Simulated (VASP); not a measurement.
# Mg2O (P4_2nm) in VASP: relaxation of cell and atoms with PBE

Aim: the relaxation of cell and atoms of Mg2O with PBE.

Program: VASP 6.6.1. These are calculated values, not measurements. Logs are shortened: lines on timing, memory, paths and dates and some standing lists are left out, and cuts for length are marked.

## (1) The cell of the first run

Symmetry: P4_2nm, No. 102, tetragonal system. Conventional cell: a = 4.575 Å, b = 4.575 Å, c = 4.343 Å, α = 90.00°, β = 90.00°, γ = 90.00°. Within 2.6 Å of Mg (site symmetry m) lie 2 O at 1.93 to 1.97 Å. O (site symmetry 2mm) has 4 Mg at 1.93 to 1.97 Å within 2.6 Å.

The cell was generated, and may not be a known phase.

## (2) Relaxation of cell and atoms, PBE

The input, INCAR:

```
  PREC = Accurate
  ENCUT = 840
  EDIFF = 1E-7
  ISMEAR = 0
  SIGMA = 0.1
  LREAL = False
  LASPH = True
  NELM = 120
  ALGO = Normal
  ISIF = 3
  LWAVE = False
  LCHARG = False
  GGA = PE
  IBRION = 2
  NSW = 90
  EDIFFG = -0.04
  GGA_COMPAT = False
  NELMIN = 4
```

The input, KPOINTS:

```
Automatic mesh
0
Gamma
  4 4 4
```

The input, POSCAR:

```
Mg2O
1.0
    4.5749895638      0.0000000000      0.0000000000
    0.0000000000      4.5749895638      0.0000000000
    0.0000000000      0.0000000000      4.3431892413
Mg O
4 2
Direct
    0.2500000000      0.2500000000      0.4185288392
    0.7500000000      0.7500000000      0.4185288392
    0.7500000000      0.2500000000      0.9185288392
    0.2500000000      0.7500000000      0.9185288392
    0.5000000000      0.5000000000      0.1592561084
    0.0000000000      0.0000000000      0.6592561084
```

Potentials or basis: VASP PAW PBE potentials, release 64 (Mg_sv, O).

Command:

```bash
cat potpaw_PBE.64/Mg_sv/POTCAR potpaw_PBE.64/O/POTCAR > POTCAR
mpirun -np 1 vasp_std > vasp.out
```

OUTCAR:

```text
PREC = Accurate
   ENCUT = 840
   EDIFF = 1E-7
   ISMEAR = 0
   LREAL = False
   LASPH = True
   NELM = 120
   ISIF = 3
   GGA = PE
   IBRION = 2
   NSW = 90
   EDIFFG = -0.04
   NELMIN = 4

 ion  position               nearest neighbor table
   1  0.250  0.250  0.419-   6 1.93   5 1.97
   2  0.750  0.750  0.419-   6 1.93   5 1.97
   3  0.750  0.250  0.919-   5 1.93   6 1.97
   4  0.250  0.750  0.919-   5 1.93   6 1.97
   5  0.500  0.500  0.159-   3 1.93   4 1.93   1 1.97   2 1.97
   6  0.000  0.000  0.659-   1 1.93   2 1.93   3 1.97   4 1.97

  LATTYP: Found a simple tetragonal cell.
 ALAT       =     4.5749895638
 C/A-ratio  =     0.9493331473

  Lattice vectors:

 A1 = (   4.5749895638,   0.0000000000,   0.0000000000)
 A2 = (   0.0000000000,   4.5749895638,   0.0000000000)
 A3 = (   0.0000000000,   0.0000000000,   4.3431892413)

Analysis of symmetry for initial positions (statically):
=====================================================================
 Subroutine PRICEL returns:
 Original cell was already a primitive cell.

 Routine SETGRP: Setting up the symmetry group for a
 simple tetragonal supercell.

 Subroutine GETGRP returns: Found  8 space group operations
 (whereof  4 operations were pure point group operations)
 out of a pool of 16 trial point group operations.

The static configuration has the point symmetry C_2v.
 The point group associated with its full space group is C_4v.

Analysis of symmetry for dynamics (positions and initial velocities):
=====================================================================
 Subroutine PRICEL returns:
 Original cell was already a primitive cell.

 Routine SETGRP: Setting up the symmetry group for a
 simple tetragonal supercell.

 Subroutine GETGRP returns: Found  8 space group operations
 (whereof  4 operations were pure point group operations)
 out of a pool of 16 trial point group operations.

The dynamic configuration has the point symmetry C_2v.
 The point group associated with its full space group is C_4v.

 Subroutine INISYM returns: Found  8 space group operations
 (whereof  4 operations are pure point group operations),
 and found     1 'primitive' translations

----------------------------------------------------------------------------------------

                                     Primitive cell

  volume of cell :      90.9053
[... 90 lines left out ...]
   EDIFF  = 0.1E-06   stopping-criterion for ELM
   LREAL  =      F    real-space projection
   EDIFFG = -.4E-01   stopping-criterion for IOM
   NSW    =     90    number of steps for IOM
   IBRION =      2    ionic relax: 0-MD 1-quasi-New 2-CG
   NFREE  =      1    steps in history (QN), initial steepest desc. (CG)
   ISIF   =      3    stress and relaxation
   ISYM   =      2    0-nonsym 1-usesym 2-fastsym
   POTIM  = 0.5000    time-step for ionic-motion
   TEBEG  =    0.0;   TEEND  =   0.0 temperature during run
   PSTRESS=    0.0 pullay stress
   NELECT =      52.0000    total number of electrons
   NUPDOWN=      -1.0000    fix difference up-down
   EMIN   =  10.00;   EMAX   =-10.00  energy-range for DOS
   EFERMI =   0.00;   METHOD = LEGACY
   ISMEAR =     0;   SIGMA  =   0.10  broadening in eV -4-tet -1-fermi 0-gaus
   EFERMI_NEDOS =   21; number of points for ismear=-14 and -15
   IALGO  =     38    algorithm
   IMIX   =      4    mixing-type and parameters
     AMIX     =   0.40;   BMIX     =  1.00
     AMIX_MAG =   1.60;   BMIX_MAG =  1.00
  volume/ion in A,a.u.               =      15.15       102.24
  Fermi-wavevector in a.u.,A,eV,Ry     =   1.358980  2.568099 25.127589  1.846826
  Thomas-Fermi vector in A             =   2.485767
   LORBIT       =      0    0 simple, 1 ext, 2 COOP (PROOUT), +10 PAW based schemes
   GGA     = PE    functional components
   LHFCALC =     F    Hartree Fock is set to
   AEXX    =    0.0000 exact exchange contribution
   IVDW    =     0    specifies the selected vdW correction
   LEPSILON=     F    determine dielectric tensor
   LRPA    =     F    only Hartree local field effects (RPA)
 conjugate gradient relaxation of ions
 non-spin polarized calculation
 Gauss-broadening in eV      SIGMA  =   0.10
  energy-cutoff  :      840.00
  volume of cell :       90.91
 maximum number of plane-waves:      5072
 NGX is ok and might be reduce to    48
   NGX = 21   NGY = 21   NGZ = 21

--------------------------------------- Ionic step        1  -------------------------------------------

 number of electron      52.0000025 magnetization

 Free energy of the ion-electron system (eV)
  ---------------------------------------------------
  ext. energy  EPLUGINS =         0.00000000
  ---------------------------------------------------
  free energy    TOTEN  =       -22.96714158 eV

  energy without entropy =      -22.95069849  energy(sigma->0) =      -22.95892003

------------------------ aborting loop because EDIFF is reached ----------------------------------------

  FORCE on cell =-STRESS in cart. coord.  units (eV):
  Direction    XX          YY          ZZ          XY          YZ          ZX
  --------------------------------------------------------------------------------------
  -------------------------------------------------------------------------------------
  Total        6.6863891      6.6863891      4.9269594      0.0000000      0.0000000      0.0000000
  in kB      117.8455688    117.8455688     86.8361580      0.0000000      0.0000000      0.0000000
  external PRESSURE =     107.5090985 kB  Pullay stress =       0.0000000 kB
[... 101 lines left out ...]
  FREE ENERGIE OF THE ION-ELECTRON SYSTEM (eV)
  ---------------------------------------------------
  free  energy   TOTEN  =       -23.3527716150 eV

  energy  without entropy=      -23.3391773209  energy(sigma->0) =      -23.34597447

[... ionic steps 4 to 12 ...]

--------------------------------------- Ionic step       13  -------------------------------------------

 number of electron      51.9999991 magnetization

------------------------ aborting loop because EDIFF is reached ----------------------------------------
[... 75 lines left out ...]
--------------------------------------- Ionic step       15  -------------------------------------------

 number of electron      52.0000005 magnetization

 Free energy of the ion-electron system (eV)
  ---------------------------------------------------
  ext. energy  EPLUGINS =         0.00000000
  ---------------------------------------------------
  free energy    TOTEN  =       -23.79398333 eV

  energy without entropy =      -23.79397579  energy(sigma->0) =      -23.79397956

 E-fermi :   3.5335     XC(G=0):  -9.4128

 val. band max:        3.2703168128   @ k =   0.5000   0.2500   0.5000
 cond. band min:       3.7821014886   @ k =   0.5000   0.5000   0.5000
 fundamental gap:      0.5117846758
 Fermi energy:         3.5335176728

 k-point     1 :       0.0000    0.0000    0.0000
  band No.  band energies     occupation
      1     -72.5715      2.00000
      2     -72.5688      2.00000
      3     -72.5688      2.00000
      4     -72.5664      2.00000
      5     -39.4181      2.00000
      6     -39.4060      2.00000
[... 634 lines left out ...]
  FREE ENERGIE OF THE ION-ELECTRON SYSTEM (eV)
  ---------------------------------------------------
  free  energy   TOTEN  =       -23.7939833340 eV

  energy  without entropy=      -23.7939757877  energy(sigma->0) =      -23.79397956

 reached required accuracy - stopping structural energy minimisation
```

OSZICAR:

```text
N       E                     dE             d eps       ncg     rms          rms(c)
DAV:   1     0.777177844882E+03    0.77718E+03   -0.43956E+04  1204   0.262E+03
[... 169 lines left out ...]
DAV:   2    -0.238054788869E+02    0.18663E-01   -0.12518E-01  1477   0.309E+00    0.109E+00
DAV:   3    -0.237944151731E+02    0.11064E-01   -0.24506E-02  1768   0.161E+00    0.261E-01
DAV:   4    -0.237940240177E+02    0.39116E-03   -0.52648E-03  1416   0.405E-01    0.152E-01
DAV:   5    -0.237939691720E+02    0.54846E-04   -0.49021E-04  1325   0.256E-01    0.727E-02
DAV:   6    -0.237939834294E+02   -0.14257E-04   -0.94427E-05  1483   0.114E-01    0.137E-02
DAV:   7    -0.237939834206E+02    0.87430E-08   -0.60348E-06  1375   0.255E-02    0.600E-03
DAV:   8    -0.237939833340E+02    0.86594E-07   -0.36960E-07  1011   0.765E-03
  15 F= -.23793983E+02 E0= -.23793980E+02  d E =-.806381E-02
```

Wall time 15 min (1 thread of AMD EPYC 7R13 (Zen 3), shared host); peak memory 0.31 GiB.

Results:

```yaml
Free_energy: -23.7940 eV
Relaxed_volume: 15.81 Å³/atom
Relaxed_cell: a = 5.207 Å, b = 5.207 Å, c = 3.499 Å, α = 90.00°, β = 90.00°, γ = 90.00°
Space_group_after_relaxing_to_0.1_Å: P4_2nm (No. 102)
Energy_gained_by_relaxing: 137.8 meV/atom
Ionic_steps: 15
Pressure_after_relaxing: 0.1 GPa
Largest_force_after_relaxing: 0.024 eV/Å
Band_gap_on_the_k_mesh: zero (bands 26 and 27 overlap by 0.94 eV)
```

Forces in eV/Å, atoms in the order of the input:
```
Mg   0.009  0.009 -0.012
Mg  -0.009 -0.009 -0.012
Mg   0.009 -0.009 -0.012
Mg  -0.009  0.009 -0.012
O    0.000  0.000  0.024
O    0.000  0.000  0.024
```

Step by step:
```tsv
step	energy change (eV)	largest force (eV/Å)	pressure (GPa)	volume (Å³)
1	0.0000	0.3597	10.75	90.91
2	-0.3784	0.0484	-1.30	104.94
3	-0.3856	0.0301	-0.09	102.99
4	-0.3856	0.0318	-0.25	103.24
5	-0.3947	0.0313	-0.27	103.18
6	-0.4310	0.0320	-0.37	102.95
7	-0.5370	0.0335	-0.67	102.30
8	-0.7433	0.0353	-1.47	100.19
9	-0.3362	0.1330	-1.69	92.51
10	-0.7834	0.0420	-1.70	99.36
11	-0.8077	0.0491	-1.97	98.12
12	-0.8164	0.0431	-1.47	96.90
13	-0.8188	0.0397	-1.05	95.93
14	-0.8238	0.0342	-0.62	95.52
15	-0.8268	0.0242	0.08	94.86
```

Final structure:
```xyz
6
Lattice="5.2067 0.0000 0.0000 0.0000 5.2067 0.0000 0.0000 0.0000 3.4991" Properties=species:S:1:pos:R:3 pbc="T T T"
Mg    1.2858    1.2858    1.4383
Mg    3.9210    3.9210    1.4383
Mg    3.8891    1.3176    3.1878
Mg    1.3176    3.8891    3.1878
O     2.6034    2.6034    0.6096
O     0.0000    0.0000    2.3592
```

Levels at points of the mesh, in eV from the Fermi level:
| k point | band 24 | band 25 | band 26 | band 27 | band 28 | band 29 |
| --- | --- | --- | --- | --- | --- | --- |
| (0.00, 0.00, 0.00) | -4.25 | -3.91 | -1.78 | 2.08 | 2.54 | 2.54 |
| (0.50, 0.00, 0.00) | -4.08 | -2.03 | -2.03 | 1.75 | 1.75 | 2.93 |
| (0.50, 0.50, 0.00) | -4.07 | -0.81 | -0.81 | -0.69 | -0.69 | 5.47 |
| (0.00, 0.00, 0.50) | -5.06 | -0.60 | -0.60 | 1.04 | 1.04 | 2.45 |
| (0.50, 0.00, 0.50) | -4.91 | -0.81 | -0.81 | 0.87 | 0.87 | 2.90 |
| (0.50, 0.50, 0.50) | -5.33 | 0.25 | 0.25 | 0.51 | 0.51 | 2.17 |

Caveat: the k points lie up to 0.45 Å⁻¹ apart in the final cell, too coarse for converged energies and pressures of a metal; a cell axis changed by over 15 % at a fixed basis, so the end point is rough.

The gap in the log of VASP goes by the Fermi energy; the results here count the filled bands.